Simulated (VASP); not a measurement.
Wanted: the native input for a VASP 6.6.1 run.

```
Task                   : single point
Functional             : PBE
Potentials or basis    : VASP PAW PBE potentials, release 64 (Si, Sn_d)
Cutoff                 : 520 eV
k mesh                 : 12 × 12 × 10
Occupations            : gaussian, width 0.1 eV
Spin                   : no spin polarisation
Dipole correction      : no
Further INCAR settings : ALGO = Normal; EDIFF = 1e-06; NBANDS = 26
```

The structure of Si5Sn lies in POSCAR:

```
Si5Sn
1.0
    5.3831514061      0.0000000000      0.0000000000
   -2.6915757030      4.6619458702      0.0000000000
    0.0000000000      0.0000000000      4.1642441676
Si Sn
5 1
Direct
    0.5000000000      0.5000000000      0.0000000000
    0.3333333333      0.6666666667      0.5000000000
    0.0000000000      0.5000000000      0.0000000000
    0.5000000000      0.0000000000      0.0000000000
    0.6666666667      0.3333333333      0.5000000000
    0.0000000000      0.0000000000      0.5000000000
```

The cell was built from a structure type or drawn by symmetry, and may not be a known phase.

One way to write it, as run:

INCAR

```
ALGO = Normal ; EDIFF = 1E-6
ENCUT = 520 ; GGA = PE
ISIF = 2 ; ISMEAR = 0
LASPH = T ; LCHARG = T
LELF = T ; LREAL = F
LVHAR = T ; LWAVE = F
NBANDS = 26 ; NELM = 100
PREC = Accurate ; SIGMA = 0.1
```

KPOINTS

```
k-points
0
Gamma
  12 12 10
```

Potentials or basis: VASP PAW PBE potentials, release 64 (Si, Sn_d).

Run with:

```sh
$ cat potpaw_PBE.64/Si/POTCAR potpaw_PBE.64/Sn_d/POTCAR > POTCAR
$ mpirun -np 1 vasp_std > vasp.out
```

Results of the run:

The pressure is -0.1 GPa and the band gap on the k mesh is zero (bands 17 and 18 overlap by 3.57 eV).

Caveat: spin-orbit coupling is left out, which moves the levels of the heavy elements.

It took 2 min on 1 thread of AMD EPYC 9R45 96-Core Processor (Zen 5), on a shared host, peak memory 0.36 GiB.
